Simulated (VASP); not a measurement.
**CdS: single point with PBE**

CdS:

```
Cd S
1.0
    -3.82853    3.82853    3.82853
     3.82853   -3.82853    3.82853
     3.82853    3.82853   -3.82853
Cd S
4 4
Direct
  0.31720 0.31720 0.31720
  0.00000 0.00000 0.68280
  0.00000 0.68280 0.00000
  0.68280 0.00000 0.00000
  0.68280 0.68280 0.68280
  0.00000 0.00000 0.31720
  0.00000 0.31720 0.00000
  0.31720 0.00000 0.00000
```

The cell was generated, and may not be a known phase.

* Program: VASP 6.6.1
* Task: single point
* Functional: PBE
* Potentials or basis: VASP PAW PBE potentials, release 64 (Cd, S)
* Cutoff: 520 eV
* k mesh: 4 × 4 × 4
* Occupations: gaussian, width 0.1 eV
* Spin: no spin polarisation
* Dipole correction: no
* Further INCAR settings: ALGO = Normal; EDIFF = 1e-07; NBANDS = 46

* Pressure: 11.7 GPa
* Largest force: 2.279 eV/Å
* Band gap on the k mesh: 1.83 eV

Forces in eV/Å, atoms in the order of the input:
```
Cd   1.081  1.081  1.081
Cd  -1.081 -1.081  1.081
Cd  -1.081  1.081 -1.081
Cd   1.081 -1.081 -1.081
S   -1.316 -1.316 -1.316
S    1.316  1.316 -1.316
S    1.316 -1.316  1.316
S   -1.316  1.316  1.316
```

Levels at points of the mesh, in eV from the valence-band top:
| k point | band 34 | band 35 | band 36 | band 37 | band 38 | band 39 |
| --- | --- | --- | --- | --- | --- | --- |
| (0.00, 0.00, 0.00) | 0.00 | 0.00 | 0.00 | 1.83 | 4.77 | 4.77 |
| (0.50, 0.00, 0.00) | -0.86 | -0.53 | -0.36 | 3.66 | 4.16 | 4.33 |
| (0.50, 0.50, 0.50) | -0.17 | -0.17 | -0.17 | 3.85 | 4.12 | 4.12 |

Wall time 75 s on 1 thread of Intel(R) Xeon(R) Platinum 8488C (Sapphire Rapids) (shared host), peak memory 0.36 GiB.

Caveat: the cell stands under pressure; forces of over 1 eV/Å act on the atoms, so gaps and moduli don't describe the material at rest.
